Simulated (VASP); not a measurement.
Wanted: the native input for a VASP 6.6.1 run.

- Task: single point
- Functional: PBEsol
- Potentials or basis: VASP PAW PBE potentials, release 64 (Si, Mo_sv)
- Cutoff: 520 eV
- k mesh: 18 × 18 × 18
- Occupations: gaussian, width 0.15 eV
- Spin: no spin polarisation
- Dipole correction: no
- Further INCAR settings: ALGO = Normal; EDIFF = 1e-06; NBANDS = 18

The structure of Si2Mo lies in POSCAR:

```
Si2Mo
1.0
   -1.5552445885      1.5552445885      3.8131363385
    1.5552445885     -1.5552445885      3.8131363385
    1.5552445885      1.5552445885     -3.8131363385
Si Mo
2 1
Direct
    0.3350567058      0.3060934158     -0.0289632900
    0.6649432942      0.6359800042     -0.0289632900
    0.0000000000      0.0169553726      0.0169553726
```

This cell differs from its parent crystal: atoms displaced along a vibrational mode, the cell strained.

The input as run:

INCAR

```
SYSTEM = Si2Mo
PREC     = Accurate       ! precision mode
ENCUT    = 520            ! plane-wave cutoff, eV
EDIFF    = 1E-6           ! SCF threshold, eV
ISMEAR   = 0              ! smearing method
SIGMA    = 0.15           ! smearing width, eV
LREAL    = .FALSE.        ! projectors in reciprocal space
LASPH    = .TRUE.         ! aspherical terms in the spheres
NELM     = 60             ! most SCF steps
ALGO     = Normal         ! electronic algorithm
ISIF     = 2              ! what is computed and relaxed
LWAVE    = .FALSE.        ! write WAVECAR
LCHARG   = .TRUE.         ! write CHGCAR
GGA      = PS             ! functional
LELF     = .TRUE.         ! ELF
LVHAR    = .TRUE.       
NBANDS   = 18             ! bands
```

KPOINTS

```
regular mesh
0
G
  18 18 18
  0 0 0
```

Potentials or basis: VASP PAW PBE potentials, release 64 (Si, Mo_sv).

Command:

```bash
$ cat potpaw_PBE.64/Si/POTCAR potpaw_PBE.64/Mo_sv/POTCAR > POTCAR
$ mpirun -np 1 vasp_std > vasp.out
```

It gave:

```yaml
Pressure: 22.2 GPa
Largest_force: 1.962 eV/Å
Band_gap_on_the_k_mesh: zero (bands 11 and 12 overlap by 0.77 eV)
```

Caveat: the cell differs from its parent crystal (atoms displaced along a vibrational mode, the cell strained); the cell stands under pressure; the PAW data sets were made with another functional, which shifts forces and pressure a little.

Wall time 19 min on 1 thread of AMD EPYC 7R13, with other jobs on the host, peak memory 0.61 GiB.
